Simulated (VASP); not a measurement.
# LiMgBN2 (I-4m2) in VASP: a series of runs

LiMgBN2 is run at these levels: PBEsol; tasks: single point.

All numbers are computed with VASP 6.6.1; they aren't measurements. Logs are shortened: lines on timing, memory, paths and dates and some standing lists are left out, and cuts for length are marked.

**1. The cell of the first run**

The structure is tetragonal, space group I-4m2 (No. 119). The conventional cell has a = 3.865 Å, b = 3.865 Å, c = 9.050 Å, α = 90.00°, β = 90.00°, γ = 90.00°. Li (site symmetry -4m2) has 4 N at 2.20 Å and 4 Mg at 2.73 Å and 4 B at 2.98 Å within 3.0 Å. Mg (site symmetry -4m2) has 4 N at 2.20 Å and 4 Li at 2.73 Å and 4 B at 2.98 Å within 3.0 Å. B (site symmetry -4m2) has 2 N at 1.21 Å within 1.6 Å. Within 1.6 Å of N (site symmetry 2mm) lie 1 B at 1.21 Å.

**2. Single point, PBEsol (atoms shifted along a free coordinate)**

Contents of INCAR:

```
SYSTEM = LiMgBN2
PREC     = Accurate       ! precision mode
ENCUT    = 520            ! plane-wave cutoff, eV
EDIFF    = 1E-6           ! SCF threshold, eV
ISMEAR   = 0              ! smearing method
SIGMA    = 0.05           ! smearing width, eV
LREAL    = .FALSE.        ! projectors in reciprocal space
LASPH    = .TRUE.         ! aspherical terms in the spheres
NELM     = 60             ! most SCF steps
ALGO     = Normal         ! electronic algorithm
ISIF     = 2              ! what is computed and relaxed
LWAVE    = .FALSE.        ! write WAVECAR
LCHARG   = .TRUE.         ! write CHGCAR
GGA      = PS             ! functional
LELF     = .TRUE.         ! ELF
LVHAR    = .TRUE.       
NBANDS   = 17             ! bands
```

Contents of KPOINTS:

```
Automatic mesh
0
G
  8 8 8
  0 0 0
```

Contents of POSCAR:

```
LiMgBN2
1.0
   -1.9324005310      1.9324005310      4.5247650217
    1.9324005310     -1.9324005310      4.5247650217
    1.9324005310      1.9324005310     -4.5247650217
Li Mg B N
1 1 1 2
Direct
    0.2500000000      0.7500000000      0.5000000000
    0.7500000000      0.2500000000      0.5000000000
    0.5000000000      0.5000000000      0.0000000000
    0.6335425343      0.6335425343      0.0000000000
    0.3664574657      0.3664574657      0.0000000000
```

Potentials or basis: VASP PAW PBE potentials, release 64 (Li_sv, Mg, B, N).

Launch:

```console
> cat potpaw_PBE.64/Li_sv/POTCAR potpaw_PBE.64/Mg/POTCAR potpaw_PBE.64/B/POTCAR potpaw_PBE.64/N/POTCAR > POTCAR
> mpirun -np 1 vasp_std > vasp.out
```

OUTCAR:

```text
SYSTEM = LiMgBN2
   PREC = Accurate
   ENCUT = 520
   EDIFF = 1E-6
   ISMEAR = 0
   LREAL = .FALSE.
   LASPH = .TRUE.
   NELM = 60
   ISIF = 2
   GGA = PS

 ion  position               nearest neighbor table
   1  0.250  0.750  0.500-   2 2.73   2 2.73   2 2.73   2 2.73
   2  0.750  0.250  0.500-   5 2.20   4 2.20   5 2.20   4 2.20   1 2.73   1 2.73   1 2.73   1 2.73

   3  0.500  0.500  0.000-   4 1.21   5 1.21
   4  0.634  0.634  0.000-   3 1.21   2 2.20   2 2.20
   5  0.366  0.366  0.000-   3 1.21   2 2.20   2 2.20

  LATTYP: Found a body centered tetragonal cell.
 ALAT       =     3.8648010620
 C/A-ratio  =     2.3415254494

  Lattice vectors:

 A1 = (  -1.9324005310,   1.9324005310,   4.5247650217)
 A2 = (   1.9324005310,  -1.9324005310,   4.5247650217)
 A3 = (   1.9324005310,   1.9324005310,  -4.5247650217)

Analysis of symmetry for initial positions (statically):
=====================================================================
 Subroutine PRICEL returns:
 Original cell was already a primitive cell.

 Routine SETGRP: Setting up the symmetry group for a
 body centered tetragonal supercell.

 Subroutine GETGRP returns: Found  8 space group operations
 (whereof  8 operations were pure point group operations)
 out of a pool of 16 trial point group operations.

The static configuration has the point symmetry D_2d.

Analysis of symmetry for dynamics (positions and initial velocities):
=====================================================================
 Subroutine PRICEL returns:
 Original cell was already a primitive cell.

 Routine SETGRP: Setting up the symmetry group for a
 body centered tetragonal supercell.

 Subroutine GETGRP returns: Found  8 space group operations
 (whereof  8 operations were pure point group operations)
 out of a pool of 16 trial point group operations.

The dynamic configuration has the point symmetry D_2d.

 Subroutine INISYM returns: Found  8 space group operations
 (whereof  8 operations are pure point group operations),
 and found     1 'primitive' translations

----------------------------------------------------------------------------------------

                                     Primitive cell

  volume of cell :      67.5850

  direct lattice vectors                    reciprocal lattice vectors
    -1.932400531  1.932400531  4.524765022     0.000000000  0.258745530  0.110502976
     1.932400531 -1.932400531  4.524765022     0.258745530  0.000000000  0.110502976
     1.932400531  1.932400531 -4.524765022     0.258745530  0.258745530  0.000000000

  length of vectors
     5.286004363  5.286004363  5.286004363     0.281354149  0.281354149  0.365921438

  position of ions in fractional coordinates (direct lattice)
     0.250000000  0.750000000  0.500000000
     0.750000000  0.250000000  0.500000000
     0.500000000  0.500000000  0.000000000
     0.633542534  0.633542534  0.000000000
     0.366457466  0.366457466  0.000000000

  ion indices of the primitive-cell ions
   primitive index   ion index
                 1           1
                 2           2
                 3           3
                 4           4
                 5           5

----------------------------------------------------------------------------------------

 KPOINTS: Automatic mesh

Automatic generation of k-mesh.
 Grid dimensions read from file:
 generate k-points for:    8    8    8

 Generating k-lattice:

  Cartesian coordinates                     Fractional coordinates (reciprocal lattice)
     0.000000000  0.032343191  0.013812872     0.125000000  0.000000000  0.000000000
     0.032343191  0.000000000  0.013812872     0.000000000  0.125000000  0.000000000
     0.032343191  0.032343191  0.000000000     0.000000000  0.000000000  0.125000000

  Length of vectors
     0.035169269  0.035169269  0.045740180

  Shift w.r.t. Gamma in fractional coordinates (k-lattice)
     0.000000000  0.000000000  0.000000000

 Subroutine IBZKPT returns following result:
 ===========================================

 Found     59 irreducible k-points:

 Following reciprocal coordinates:
            Coordinates               Weight
  0.000000  0.000000  0.000000      1.000000
  0.125000  0.000000  0.000000      8.000000
  0.250000  0.000000  0.000000      8.000000
  0.375000  0.000000  0.000000      8.000000
  0.500000  0.000000  0.000000      4.000000
  0.125000  0.125000  0.000000      8.000000
[... 16 lines left out ...]
  0.250000  0.125000  0.125000     16.000000
  0.375000  0.125000  0.125000      8.000000
 [... further k-points ...]
   k-points           NKPTS =     59   k-points in BZ     NKDIM =     59   number of bands    NBANDS=     17
   number of dos      NEDOS =    301   number of ions     NIONS =      5
   total plane-waves  NPLWV =  64000
   dimension x,y,z NGX =    40 NGY =   40 NGZ =   40
   dimension x,y,z NGXF=    80 NGYF=   80 NGZF=   80
   ions per type =               1   1   1   2
   NGX,Y,Z   is equivalent  to a cutoff of  12.58, 12.58, 12.58 a.u.
   NGXF,Y,Z  is equivalent  to a cutoff of  25.16, 25.16, 25.16 a.u.
 SYSTEM =  LiMgBN2
   PREC   = accura    normal or accurate (medium, high low for compatibility)
   ISTART =      0    job   : 0-new  1-cont  2-samecut
   ICHARG =      2    charge: 1-file 2-atom 10-const
   ISPIN  =      1    spin polarized calculation?
   LNONCOLLINEAR =      F non collinear calculations
   LSORBIT =      F    spin-orbit coupling
   LASPH  =      T    aspherical Exc in radial PAW
   ENCUT  =  520.0 eV  38.22 Ry    6.18 a.u.   9.83  9.83  9.83*2*pi/ulx,y,z
   NELM   =     60;   NELMIN=  2; NELMDL= -5     # of ELM steps
   EDIFF  = 0.1E-05   stopping-criterion for ELM
   LREAL  =      F    real-space projection
   EDIFFG = 0.1E-04   stopping-criterion for IOM
   NSW    =      0    number of steps for IOM
   IBRION =     -1    ionic relax: 0-MD 1-quasi-New 2-CG
   NFREE  =      0    steps in history (QN), initial steepest desc. (CG)
   ISIF   =      2    stress and relaxation
   ISYM   =      2    0-nonsym 1-usesym 2-fastsym
   POTIM  = 0.5000    time-step for ionic-motion
   TEBEG  =    0.0;   TEEND  =   0.0 temperature during run
   PSTRESS=    0.0 pullay stress
   NELECT =      18.0000    total number of electrons
   NUPDOWN=      -1.0000    fix difference up-down
   EMIN   =  10.00;   EMAX   =-10.00  energy-range for DOS
   EFERMI =   0.00;   METHOD = LEGACY
   ISMEAR =     0;   SIGMA  =   0.05  broadening in eV -4-tet -1-fermi 0-gaus
   EFERMI_NEDOS =   21; number of points for ismear=-14 and -15
   IALGO  =     38    algorithm
   IMIX   =      4    mixing-type and parameters
     AMIX     =   0.40;   BMIX     =  1.00
     AMIX_MAG =   1.60;   BMIX_MAG =  1.00
  volume/ion in A,a.u.               =      13.52        91.22
  Fermi-wavevector in a.u.,A,eV,Ry     =   1.053292  1.990434 15.094638  1.109425
  Thomas-Fermi vector in A             =   2.188408
   LORBIT       =      0    0 simple, 1 ext, 2 COOP (PROOUT), +10 PAW based schemes
   GGA     = PS    functional components
   LHFCALC =     F    Hartree Fock is set to
   AEXX    =    0.0000 exact exchange contribution
   IVDW    =     0    specifies the selected vdW correction
   LEPSILON=     F    determine dielectric tensor
   LRPA    =     F    only Hartree local field effects (RPA)
 non-spin polarized calculation
 Gauss-broadening in eV      SIGMA  =   0.05
  energy-cutoff  :      520.00
  volume of cell :       67.59
 maximum number of plane-waves:      1846
   NGX = 19   NGY = 19   NGZ = 19

 number of electron      17.9999998 magnetization

 Free energy of the ion-electron system (eV)
  ---------------------------------------------------
  ext. energy  EPLUGINS =         0.00000000
  ---------------------------------------------------
  free energy    TOTEN  =       -31.10338391 eV

  energy without entropy =      -31.10338391  energy(sigma->0) =      -31.10338391

 E-fermi :   1.0018     XC(G=0):  -8.4579

 val. band max:        0.6582986056   @ k =   0.5000   0.5000   0.5000
 cond. band min:       3.2143297878   @ k =   0.0000   0.0000   0.0000
 fundamental gap:      2.5560311821
 Fermi energy:         1.0017595305

 k-point     1 :       0.0000    0.0000    0.0000
  band No.  band energies     occupation
      1     -42.7884      2.00000
      2     -13.9143      2.00000
      3     -13.1166      2.00000
      4      -3.9525      2.00000
      5      -2.0691      2.00000
      6      -2.0691      2.00000
[... 9 lines left out ...]
     16      11.1723      0.00000
     17      11.1723      0.00000

 k-point     2 :       0.1250    0.0000    0.0000
  band No.  band energies     occupation
      1     -42.7883      2.00000
      2     -13.8847      2.00000
      3     -13.1248      2.00000
      4      -3.9276      2.00000
      5      -2.3041      2.00000
      6      -2.0932      2.00000
[... 9 lines left out ...]
     16      11.1739      0.00000
     17      11.6937      0.00000

 k-point     3 :       0.2500    0.0000    0.0000
  band No.  band energies     occupation
      1     -42.7881      2.00000
      2     -13.8090      2.00000
      3     -13.1473      2.00000
      4      -3.8829      2.00000
      5      -2.8055      2.00000
      6      -2.1840      2.00000
[... 9 lines left out ...]
     16      10.7813      0.00000
     17      12.0262      0.00000

 k-point     4 :       0.3750    0.0000    0.0000
  band No.  band energies     occupation
      1     -42.7879      2.00000
      2     -13.7256      2.00000
      3     -13.1759      2.00000
      4      -3.8870      2.00000
      5      -3.1843      2.00000
      6      -2.3085      2.00000
[... 9 lines left out ...]
     16      10.3516      0.00000
     17      12.8431      0.00000
[... 343 lines left out ...]
      1     -42.7878      2.00000
      2     -13.7379      2.00000
      3     -13.1419      2.00000
      4      -3.7817      2.00000
      5      -2.8528      2.00000
      6      -2.5900      2.00000
[... 9 lines left out ...]
     16      10.7155      0.00000
     17      11.7881      0.00000

 k-point    23 :       0.2500    0.1250    0.1250
  band No.  band energies     occupation
      1     -42.7876      2.00000
      2     -13.6684      2.00000
      3     -13.1572      2.00000
      4      -3.7028      2.00000
      5      -3.1221      2.00000
      6      -2.7122      2.00000
[... 9 lines left out ...]
     16      10.9805      0.00000
     17      12.3696      0.00000

 k-point    24 :       0.3750    0.1250    0.1250
  band No.  band energies     occupation
      1     -42.7875      2.00000
      2     -13.6378      2.00000
      3     -13.1651      2.00000
      4      -3.6937      2.00000
      5      -3.2178      2.00000
      6      -2.7247      2.00000
[... 9 lines left out ...]
     16      11.1152      0.00000
     17      12.5995      0.00000

 [... further k-points ...]
[... 5 lines left out ...]
  --------------------------------------------------------------------------------------
  -------------------------------------------------------------------------------------
  Total       -3.4644822     -3.4644822     22.4289657      0.0000000      0.0000000      0.0000000
  in kB      -82.1293902    -82.1293902    531.7034911      0.0000000      0.0000000      0.0000000
  external PRESSURE =     122.4815702 kB  Pullay stress =       0.0000000 kB

 VOLUME and BASIS-vectors are now :
 -----------------------------------------------------------------------------
  energy-cutoff  :      520.00
  volume of cell :       67.59
      direct lattice vectors                 reciprocal lattice vectors
    -1.932400531  1.932400531  4.524765022     0.000000000  0.258745530  0.110502976
     1.932400531 -1.932400531  4.524765022     0.258745530  0.000000000  0.110502976
     1.932400531  1.932400531 -4.524765022     0.258745530  0.258745530  0.000000000

 POSITION                                       TOTAL-FORCE (eV/Angst)
 -----------------------------------------------------------------------------------
      1.93240     -0.00000      2.26238         0.000000      0.000000      0.000000
     -0.00000      1.93240      2.26238         0.000000      0.000000      0.000000
      0.00000      0.00000      4.52477         0.000000      0.000000      0.000000
      0.00000      0.00000      5.73326         0.000000      0.000000     11.856317
      0.00000      0.00000      3.31627        -0.000000     -0.000000    -11.856317
 -----------------------------------------------------------------------------------
    total drift:                                0.000000     -0.000000     -0.000000

  FREE ENERGIE OF THE ION-ELECTRON SYSTEM (eV)
  ---------------------------------------------------
  free  energy   TOTEN  =       -31.1033839053 eV

  energy  without entropy=      -31.1033839053  energy(sigma->0) =      -31.10338391
```

Run time: 50 s. Hardware: 1 thread of Intel Xeon 6975P-C (Granite Rapids), shared host; peak memory 0.28 GiB.

What came out:

```
Free energy            : -31.1034 eV
Largest force          : 11.856 eV/Å
Band gap on the k mesh : 2.56 eV (least direct gap 2.97 eV)
```

Forces on the atoms (eV/Å):
```
Li    0.000   0.000   0.000
Mg    0.000   0.000   0.000
B     0.000   0.000   0.000
N     0.000   0.000  11.856
N     0.000   0.000 -11.856
```

Caveat: the cell differs from its parent crystal (atoms shifted along a free coordinate); the cutoff is under 1.25 times the usual one of these potentials, so pressure, stress and relaxed cells hold a basis-set (Pulay) error; the PAW data sets were made with another functional, which shifts forces and pressure a little. A k mesh can miss the band edges.

(Continued in part 2 of 2.)
